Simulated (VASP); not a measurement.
# BAs (F-43m) in VASP: further runs

BAs is run at these levels: PBEsol; tasks: single point.

Everything below comes from runs of VASP 6.6.1. Logs are shortened: lines on timing, memory, paths and dates and some standing lists are left out, and cuts for length are marked.

### 1 The cell of the first run

Symmetry: F-43m, No. 216, cubic system. The conventional cell has a = 4.840 Å, b = 4.840 Å, c = 4.840 Å, α = 90.00°, β = 90.00°, γ = 90.00°. As (site symmetry -43m) has 4 B at 2.10 Å within 2.8 Å. Within 2.8 Å of B (site symmetry -43m) lie 4 As at 2.10 Å.

### 2 Single point, PBEsol

File INCAR:

```
SYSTEM = BAs
PREC = Accurate
ENCUT = 520
EDIFF = 1E-6
ISMEAR = -1
SIGMA = 0.05
LREAL = .False.
LASPH = .True.
NELM = 100
ALGO = Normal
ISIF = 2
LWAVE = .False.
LCHARG = .True.
GGA = PS
LELF = .True.
LVHAR = .True.
NBANDS = 11
```

File KPOINTS:

```
Automatic mesh
0
Gamma
  10 10 10
  0 0 0
```

File POSCAR:

```
BAs
1.0
    0.0000000000      2.4199312360      2.4199312360
    2.4199312360      0.0000000000      2.4199312360
    2.4199312360      2.4199312360      0.0000000000
As B
1 1
Direct
    0.7500000000      0.7500000000      0.7500000000
    0.0000000000      0.0000000000      0.0000000000
```

Potentials or basis: VASP PAW PBE potentials, release 64 (As, B).

Launch:

```sh
cat potpaw_PBE.64/As/POTCAR potpaw_PBE.64/B/POTCAR > POTCAR
mpirun -np 1 vasp_std > vasp.out
```

OUTCAR:

```text
SYSTEM = BAs
   PREC = Accurate
   ENCUT = 520
   EDIFF = 1E-6
   ISMEAR = -1
   LREAL = .False.
   LASPH = .True.
   NELM = 100
   ISIF = 2
   GGA = PS

 ion  position               nearest neighbor table
   1  0.750  0.750  0.750-   2 2.10   2 2.10   2 2.10   2 2.10
   2  0.000  0.000  0.000-   1 2.10   1 2.10   1 2.10   1 2.10

  LATTYP: Found a face centered cubic cell.
 ALAT       =     4.8398624720

  Lattice vectors:

 A1 = (   0.0000000000,   2.4199312360,   2.4199312360)
 A2 = (   2.4199312360,   0.0000000000,   2.4199312360)
 A3 = (   2.4199312360,   2.4199312360,   0.0000000000)

Analysis of symmetry for initial positions (statically):
=====================================================================
 Subroutine PRICEL returns:
 Original cell was already a primitive cell.

 Routine SETGRP: Setting up the symmetry group for a
 face centered cubic supercell.

 Subroutine GETGRP returns: Found 24 space group operations
 (whereof 24 operations were pure point group operations)
 out of a pool of 48 trial point group operations.

The static configuration has the point symmetry T_d .

Analysis of symmetry for dynamics (positions and initial velocities):
=====================================================================
 Subroutine PRICEL returns:
 Original cell was already a primitive cell.

 Routine SETGRP: Setting up the symmetry group for a
 face centered cubic supercell.

 Subroutine GETGRP returns: Found 24 space group operations
 (whereof 24 operations were pure point group operations)
 out of a pool of 48 trial point group operations.

The dynamic configuration has the point symmetry T_d .

 Subroutine INISYM returns: Found 24 space group operations
 (whereof 24 operations are pure point group operations),
 and found     1 'primitive' translations

----------------------------------------------------------------------------------------

                                     Primitive cell

  volume of cell :      28.3426

  direct lattice vectors                    reciprocal lattice vectors
     0.000000000  2.419931236  2.419931236    -0.206617441  0.206617441  0.206617441
     2.419931236  0.000000000  2.419931236     0.206617441 -0.206617441  0.206617441
     2.419931236  2.419931236  0.000000000     0.206617441  0.206617441 -0.206617441

  length of vectors
     3.422299574  3.422299574  3.422299574     0.357871906  0.357871906  0.357871906

  position of ions in fractional coordinates (direct lattice)
     0.750000000  0.750000000  0.750000000
[... 80 lines left out ...]
   EDIFFG = 0.1E-04   stopping-criterion for IOM
   NSW    =      0    number of steps for IOM
   IBRION =     -1    ionic relax: 0-MD 1-quasi-New 2-CG
   NFREE  =      0    steps in history (QN), initial steepest desc. (CG)
   ISIF   =      2    stress and relaxation
   ISYM   =      2    0-nonsym 1-usesym 2-fastsym
   POTIM  = 0.5000    time-step for ionic-motion
   TEBEG  =    0.0;   TEEND  =   0.0 temperature during run
   PSTRESS=    0.0 pullay stress
   NELECT =       8.0000    total number of electrons
   NUPDOWN=      -1.0000    fix difference up-down
   EMIN   =  10.00;   EMAX   =-10.00  energy-range for DOS
   EFERMI =   0.00;   METHOD = LEGACY
   ISMEAR =    -1;   SIGMA  =   0.05  broadening in eV -4-tet -1-fermi 0-gaus
   EFERMI_NEDOS =   21; number of points for ismear=-14 and -15
   IALGO  =     38    algorithm
   IMIX   =      4    mixing-type and parameters
     AMIX     =   0.40;   BMIX     =  1.00
     AMIX_MAG =   1.60;   BMIX_MAG =  1.00
  volume/ion in A,a.u.               =      14.17        95.63
  Fermi-wavevector in a.u.,A,eV,Ry     =   1.073887  2.029352 15.690683  1.153233
  Thomas-Fermi vector in A             =   2.209699
   LORBIT       =      0    0 simple, 1 ext, 2 COOP (PROOUT), +10 PAW based schemes
   GGA     = PS    functional components
   LHFCALC =     F    Hartree Fock is set to
   AEXX    =    0.0000 exact exchange contribution
   IVDW    =     0    specifies the selected vdW correction
   LEPSILON=     F    determine dielectric tensor
   LRPA    =     F    only Hartree local field effects (RPA)
 non-spin polarized calculation
  energy-cutoff  :      520.00
  volume of cell :       28.34
 maximum number of plane-waves:       785
 NGX is ok and might be reduce to    28
   NGX = 13   NGY = 13   NGZ = 13

 number of electron       8.0000000 magnetization

 Free energy of the ion-electron system (eV)
  ---------------------------------------------------
  ext. energy  EPLUGINS =         0.00000000
  ---------------------------------------------------
  free energy    TOTEN  =       -12.18657591 eV

  energy without entropy =      -12.18657576  energy(sigma->0) =      -12.18657584

 E-fermi :   6.1589     XC(G=0): -10.5652

 val. band max:        5.6188857978   @ k =   0.0000   0.0000   0.0000
 cond. band min:       6.7334479672   @ k =   0.4000   0.4000   0.0000
 fundamental gap:      1.1145621694
 Fermi energy:         6.1589474566

 k-point     1 :       0.0000    0.0000    0.0000
  band No.  band energies     occupation
      1      -9.4658      2.00000
      2       5.6189      1.99996
      3       5.6189      1.99996
      4       5.6189      1.99996
      5       8.8111      0.00000
      6       8.8111      0.00000
      7       8.8111      0.00000
      8       9.8090      0.00000
      9      14.7775      0.00000
     10      18.3901      0.00000
     11      18.3901      0.00000
[... 309 lines left out ...]
 k-point    24 :       0.4000    0.3000    0.0000
  band No.  band energies     occupation
      1      -6.9224      2.00000
      2      -0.7375      2.00000
      3       1.7701      2.00000
      4       2.2502      2.00000
      5       7.2444      0.00000
      6       8.8960      0.00000
      7      14.1451      0.00000
      8      14.4055      0.00000
      9      17.2684      0.00000
     10      20.8060      0.00000
     11      21.2053      0.00000

 [... further k-points ...]
[... 5 lines left out ...]
  --------------------------------------------------------------------------------------
  -------------------------------------------------------------------------------------
  Total       -0.8925411     -0.8925411     -0.8925411     -0.0000000      0.0000000      0.0000000
  in kB      -50.4544824    -50.4544824    -50.4544824     -0.0000000      0.0000000      0.0000000
  external PRESSURE =     -50.4544824 kB  Pullay stress =       0.0000000 kB

 VOLUME and BASIS-vectors are now :
 -----------------------------------------------------------------------------
  energy-cutoff  :      520.00
  volume of cell :       28.34
      direct lattice vectors                 reciprocal lattice vectors
     0.000000000  2.419931236  2.419931236    -0.206617441  0.206617441  0.206617441
     2.419931236  0.000000000  2.419931236     0.206617441 -0.206617441  0.206617441
     2.419931236  2.419931236  0.000000000     0.206617441  0.206617441 -0.206617441

 POSITION                                       TOTAL-FORCE (eV/Angst)
 -----------------------------------------------------------------------------------
      3.62990      3.62990      3.62990        -0.000000     -0.000000      0.000000
      0.00000      0.00000      0.00000         0.000000      0.000000     -0.000000
 -----------------------------------------------------------------------------------
    total drift:                                0.000000      0.000000      0.000000

  FREE ENERGIE OF THE ION-ELECTRON SYSTEM (eV)
  ---------------------------------------------------
  free  energy   TOTEN  =       -12.1865759129 eV

  energy  without entropy=      -12.1865757587  energy(sigma->0) =      -12.18657584
```

stdout:

```text
POSCAR found type information on POSCAR AsB
 POSCAR found :  2 types and       2 ions
 scaLAPACK will be used
 -----------------------------------------------------------------------------
|                                                                             |
|                                                                             |
|     You enforced a specific xc type in the INCAR file but a different       |
|     I HOPE YOU KNOW WHAT YOU ARE DOING!                                     |
|                                                                             |
 -----------------------------------------------------------------------------

 LDA part: xc-table for (Slater+PW92), standard interpolation
 POSCAR, INCAR and KPOINTS ok, starting setup
 FFT: planning ... GRIDC
 FFT: planning ... GRID_SOFT
 FFT: planning ... GRID
 WAVECAR not read
 entering main loop
```

Run time: 9.8 s. Hardware: 1 thread of Intel Xeon Platinum 8488C (Sapphire Rapids), shared host; peak memory 0.16 GiB.

What came out:

| Quantity | Value |
| --- | --- |
| Free energy | -12.1866 eV |
| Pressure | -5.0 GPa |
| Band gap on the k mesh | 1.11 eV, indirect (least direct gap 3.19 eV) |

Caveat: the PAW data sets were made with another functional, which shifts forces and pressure a little.

### 3 Single point, PBEsol

This run uses another cell than the first one, of 14.44 Å³/atom, 1.019 times its volume.

File INCAR:

```
SYSTEM = BAs
PREC = Accurate ; ENCUT = 520
EDIFF = 1E-7 ; ISMEAR = -1
SIGMA = 0.05 ; LREAL = .FALSE.
LASPH = .TRUE. ; NELM = 100
ALGO = Normal ; ISIF = 2
LWAVE = .FALSE. ; LCHARG = .FALSE.
GGA = PS ; NBANDS = 11
```

File KPOINTS:

```
Automatic mesh
0
G
  10 10 10
  0 0 0
```

File POSCAR:

```
BAs
1.0
    0.0000000000      2.4353452264      2.4353452264
    2.4353452264      0.0000000000      2.4353452264
    2.4353452264      2.4353452264      0.0000000000
As B
1 1
Direct
    0.7500000000      0.7500000000      0.7500000000
    0.0000000000      0.0000000000      0.0000000000
```

Potentials or basis: VASP PAW PBE potentials, release 64 (As, B).

Launch:

```sh
cat potpaw_PBE.64/As/POTCAR potpaw_PBE.64/B/POTCAR > POTCAR
mpirun -np 1 vasp_std > vasp.out
```

OUTCAR:

```text
SYSTEM = BAs
   PREC = Accurate
   ENCUT = 520
   EDIFF = 1E-7
   ISMEAR = -1
   LREAL = .FALSE.
   LASPH = .TRUE.
   NELM = 100
   ISIF = 2
   GGA = PS

 ion  position               nearest neighbor table
   1  0.750  0.750  0.750-   2 2.11   2 2.11   2 2.11   2 2.11
   2  0.000  0.000  0.000-   1 2.11   1 2.11   1 2.11   1 2.11

  LATTYP: Found a face centered cubic cell.
 ALAT       =     4.8706904528

  Lattice vectors:

 A1 = (   0.0000000000,   2.4353452264,   2.4353452264)
 A2 = (   2.4353452264,   0.0000000000,   2.4353452264)
 A3 = (   2.4353452264,   2.4353452264,   0.0000000000)

Analysis of symmetry for initial positions (statically):
=====================================================================
 Subroutine PRICEL returns:
 Original cell was already a primitive cell.

 Routine SETGRP: Setting up the symmetry group for a
 face centered cubic supercell.

 Subroutine GETGRP returns: Found 24 space group operations
 (whereof 24 operations were pure point group operations)
 out of a pool of 48 trial point group operations.

The static configuration has the point symmetry T_d .

Analysis of symmetry for dynamics (positions and initial velocities):
[... 164 lines left out ...]
 Fermi energy:         5.9666364781

 k-point     1 :       0.0000    0.0000    0.0000
  band No.  band energies     occupation
      1      -9.5006      2.00000
      2       5.4174      1.99997
      3       5.4174      1.99997
      4       5.4174      1.99997
      5       8.5873      0.00000
      6       8.5873      0.00000
      7       8.5873      0.00000
      8       9.3735      0.00000
      9      14.4879      0.00000
     10      18.1126      0.00000
     11      18.1126      0.00000
[... 309 lines left out ...]
 k-point    24 :       0.4000    0.3000    0.0000
  band No.  band energies     occupation
      1      -7.0084      2.00000
      2      -0.8893      2.00000
      3       1.6452      2.00000
      4       2.1155      2.00000
      5       7.0518      0.00000
      6       8.6848      0.00000
      7      13.8131      0.00000
      8      14.0821      0.00000
      9      16.9058      0.00000
     10      20.3711      0.00000
     11      20.8820      0.00000

 [... further k-points ...]
[... 5 lines left out ...]
  --------------------------------------------------------------------------------------
  -------------------------------------------------------------------------------------
  Total       -1.3030435     -1.3030435     -1.3030435      0.0000000      0.0000000      0.0000000
  in kB      -72.2699729    -72.2699729    -72.2699729      0.0000000      0.0000000      0.0000000
  external PRESSURE =     -72.2699729 kB  Pullay stress =       0.0000000 kB

 VOLUME and BASIS-vectors are now :
 -----------------------------------------------------------------------------
  energy-cutoff  :      520.00
  volume of cell :       28.89
      direct lattice vectors                 reciprocal lattice vectors
     0.000000000  2.435345226  2.435345226    -0.205309701  0.205309701  0.205309701
     2.435345226  0.000000000  2.435345226     0.205309701 -0.205309701  0.205309701
     2.435345226  2.435345226  0.000000000     0.205309701  0.205309701 -0.205309701

 POSITION                                       TOTAL-FORCE (eV/Angst)
 -----------------------------------------------------------------------------------
      3.65302      3.65302      3.65302         0.000000      0.000000      0.000000
      0.00000      0.00000      0.00000        -0.000000     -0.000000     -0.000000
 -----------------------------------------------------------------------------------
    total drift:                                0.000000      0.000000      0.000000

  FREE ENERGIE OF THE ION-ELECTRON SYSTEM (eV)
  ---------------------------------------------------
  free  energy   TOTEN  =       -12.1657490973 eV

  energy  without entropy=      -12.1657489664  energy(sigma->0) =      -12.16574903
```

stdout:

```text
POSCAR found type information on POSCAR AsB
 POSCAR found :  2 types and       2 ions
 scaLAPACK will be used
 -----------------------------------------------------------------------------
|                                                                             |
|                                                                             |
|     You enforced a specific xc type in the INCAR file but a different       |
|     I HOPE YOU KNOW WHAT YOU ARE DOING!                                     |
|                                                                             |
 -----------------------------------------------------------------------------

 LDA part: xc-table for (Slater+PW92), standard interpolation
 POSCAR, INCAR and KPOINTS ok, starting setup
 FFT: planning ... GRIDC
 FFT: planning ... GRID_SOFT
 FFT: planning ... GRID
 WAVECAR not read
 entering main loop
```

Wall time 10 s (1 thread of Intel Xeon Platinum 8488C (Sapphire Rapids), shared host); peak memory 0.16 GiB.

What came out:

```yaml
Free_energy: -12.1657 eV
Pressure: -7.2 GPa
Band_gap_on_the_k_mesh: 1.13 eV, indirect (least direct gap 3.17 eV)
```

Caveat: the PAW data sets were made with another functional, which shifts forces and pressure a little. A hybrid or GW would open this gap; PBEsol tends to underestimate it.
